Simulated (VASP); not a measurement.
# ZnO: single point with PBE

Crystal: ZnO.

```
Zn O
1.0
     3.26011    0.00000    0.00000
    -1.63005    2.82333    0.00000
     0.00000    0.00000    5.22300
Zn O
2 2
Cartesian
  0.0000 1.8822 2.6115
  1.6301 0.9411 0.0000
  1.6301 0.9411 1.9796
  0.0000 1.8822 4.5911
```

- Program: VASP 6.6.1
- Task: single point
- Functional: PBE
- Potentials or basis: VASP PAW PBE potentials, release 64 (Zn, O)
- Cutoff: 520 eV
- k mesh: 12 × 12 × 4
- Occupations: gaussian, width 0.01 eV
- Spin: no spin polarisation

* Pressure: 4.5 GPa
* Largest force: 0.071 eV/Å
* Band gap on the k mesh: 0.78 eV

Forces in eV/Å, atoms in the order of the input:
```
Zn   0.000  0.000 -0.071
Zn   0.000  0.000 -0.071
O    0.000  0.000  0.071
O    0.000  0.000  0.071
```

Stress tensor (GPa, compression positive):
```
3.92 0.00 0.00
0.00 3.92 0.00
0.00 0.00 5.64
```

Levels at points of the mesh, in eV from the valence-band top:
| k point | band 16 | band 17 | band 18 | band 19 | band 20 | band 21 |
| --- | --- | --- | --- | --- | --- | --- |
| (0.00, 0.00, 0.00) | -0.07 | 0.00 | 0.00 | 0.78 | 5.17 | 8.23 |
| (0.50, 0.00, 0.00) | -2.25 | -1.26 | -0.81 | 5.73 | 6.85 | 7.61 |
| (0.00, 0.00, 0.50) | -0.39 | -0.39 | -0.39 | 3.44 | 3.44 | 10.08 |
| (0.50, 0.00, 0.50) | -1.49 | -1.33 | -1.33 | 5.70 | 5.70 | 8.37 |

Wall time 33 s on 1 thread of Intel(R) Xeon(R) 6975P-C (Granite Rapids) (shared host), peak memory 0.19 GiB.

Caveat: the cell stands under pressure; semilocal functionals underestimate gaps, and a narrow one can read as zero.
